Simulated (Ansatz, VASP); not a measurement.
## One calculation of RbBr, two programs

POSCAR

```
RbBr
1.0
    4.1242532581     -0.1187784938      0.0000000000
   -0.1187784938      4.1242532581      0.0000000000
    0.0000000000      0.0000000000      4.1242532581
Rb Br
1 1
Direct
    0.0000000000      0.0000000000      0.0000000000
    0.5000000000      0.5000000000      0.5000000000
```

Contents of INCAR.step1:

```
PREC     = Accurate       # precision mode
ENCUT    = 520            # plane-wave cutoff, eV
EDIFF    = 1E-5           # SCF threshold, eV
ISMEAR   = 0              # smearing method
SIGMA    = 0.01           # smearing width, eV
LREAL    = False          # projectors in reciprocal space
LASPH    = True           # aspherical terms in the spheres
NELM     = 100            # most SCF steps
ALGO     = Normal         # electronic algorithm
ISIF     = 2              # what is computed and relaxed
LWAVE    = True           # write WAVECAR
GGA      = PE             # functional
NBANDS   = 15             # bands
```

The input INCAR.step2:

```
PREC     = Accurate       # precision mode
ENCUT    = 520            # plane-wave cutoff, eV
EDIFF    = 1E-7           # SCF threshold, eV
ISMEAR   = 0              # smearing method
SIGMA    = 0.01           # smearing width, eV
LREAL    = False          # projectors in reciprocal space
LASPH    = True           # aspherical terms in the spheres
NELM     = 100            # most SCF steps
ALGO     = Normal         # electronic algorithm
ISIF     = 2              # what is computed and relaxed
LWAVE    = False          # write WAVECAR
LCHARG   = True           # write CHGCAR
GGA      = PE             # functional
LHFCALC  = True           # exact exchange
HFSCREEN = 0.2079         # screening, 1/A
PRECFOCK = Normal       
LELF     = True           # ELF
LVHAR    = True         
ISTART   = 1            
NBANDS   = 15             # bands
```

File KPOINTS:

```
Automatic mesh
0
Gamma
  4 4 4
```

Input for Ansatz:

```yaml
crystal:
  lattice:
    - [4.1242532581, -0.1187784938, 0.0]
    - [-0.1187784938, 4.1242532581, 0.0]
    - [0.0, 0.0, 4.1242532581]
  atoms:
    - { symbol: Rb, position: [0.0, 0.0, 0.0] }
    - { symbol: Br, position: [0.5, 0.5, 0.5] }
kpoints:
  mp_grid: { grid: [4, 4, 4] }
  band_path:
    path:
      - [0.0, 0.0, 0.0]
      - [0.0, 0.5, 0.0]
      - [0.5, 0.5, 0.0]
      - [0.5, 0.5, 0.5]
      - [0.0, 0.5, 0.5]
    npoints: 1
hamiltonian:
  xc: hse06
scf:
  occupations: { method: fixed }
  n_extra_bands: 4
output:
  forces: true
  stress: true
  eigenvalues: true
```

Change from the starting cell: shear_xy strain -5.8%.

Alike in both runs: task single point; functional HSE06; k mesh 4 × 4 × 4; no spin polarisation.

```csv
,VASP,Ansatz
version,VASP 6.6.1,Ansatz 0.2.0
potentials or method,"VASP PAW PBE potentials, release 64 (Rb_sv, Br)","plane waves, PAW"
plane-wave cutoff (eV),520,420
occupations,"gaussian, width 0.01 eV",fixed
valence electrons in the cell,16,16
```

```tsv
	VASP	Ansatz	Ansatz less VASP
gap on the k mesh at the Fermi level (eV)	5.27	5.27	0.000
pressure (GPa)	0.6	0.6	-0.01
traceless stress, the component that is largest in VASP (GPa)	0.38	0.38	-0.003
```

Ansatz's warnings: stress exchange threshold loose, stress scf threshold loose.
